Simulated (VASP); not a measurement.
The system is WS2.

```xyz
3
Lattice="1.5790 0.9116 6.1633 -1.5790 0.9116 6.1633 0.0000 -1.8233 6.1633" Properties=species:S:1:pos:R:3 pbc="T T T"
W     0.0000    0.0000    0.0000
S     0.0000    0.0000    4.6170
S     0.0000    0.0000    7.7473
```

Base run:

```yaml
Program: VASP 6.6.1
Functional: PBEsol
Potentials_or_basis: VASP PAW PBE potentials, release 64 (W_sv, S)
Cutoff: 520 eV
k_mesh: 10 × 10 × 10
Occupations: fermi-dirac, width 0.05 eV
Spin: no spin polarisation
```

Its results: band gap on the k mesh 1.03 eV (least direct gap 2.24 eV); pressure -0.5 GPa; largest force 0.602 eV/Å.

The run is repeated on the same cell with these changes: k mesh from 10 × 10 × 10 to 7 × 7 × 7. What comes out?

Band gap on the k mesh 1.11 eV (least direct gap 2.32 eV); pressure -0.5 GPa; largest force 0.602 eV/Å.

Caveats: the PAW data sets were made with another functional, which shifts forces and pressure a little; spin-orbit coupling is left out, which moves the levels of the heavy elements; an odd mesh through Γ misses points on the zone boundary, where band edges can lie (at least some runs).
